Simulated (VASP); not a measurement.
BeTe, 2 atoms in the cell. Symmetry: F-43m, No. 216, cubic system. The conventional cell has a = 5.540 Å, b = 5.540 Å, c = 5.540 Å, α = 90.00°, β = 90.00°, γ = 90.00°. Within 3.2 Å of Te (site symmetry -43m) lie 4 Be at 2.40 Å. Within 3.2 Å of Be (site symmetry -43m) lie 4 Te at 2.40 Å. 

- Program: VASP 6.6.1
- Task: relaxation of cell and atoms
- Functional: PBE
- Dispersion: D4
- Potentials or basis: VASP PAW PBE potentials, release 64 (Te, Be)
- Cutoff: 600 eV
- k mesh: 8 × 8 × 8
- Occupations: fermi-dirac, width 0.05 eV
- Spin: no spin polarisation
- Dipole correction: no
- Further INCAR settings: ALGO = Normal; EDIFF = 1e-06; IBRION = 2; EDIFFG = -0.02; NSW = 80; ISIF = 3

Potentials or basis: VASP PAW PBE potentials, release 64 (Te, Be).

Launch:

```bash
$ cat potpaw_PBE.64/Te/POTCAR potpaw_PBE.64/Be/POTCAR > POTCAR
$ mpirun -np 1 vasp_std > vasp.out
```

Hardware: 1 thread of Intel(R) Xeon(R) 6975P-C (Granite Rapids), on a shared host.

Q: How long does it take, and how much memory?

A: It took 10 s on 1 thread of Intel(R) Xeon(R) 6975P-C (Granite Rapids), with other jobs on the host, peak memory 0.19 GiB. Counts: scf iterations 26, k points 29, ion steps 3.
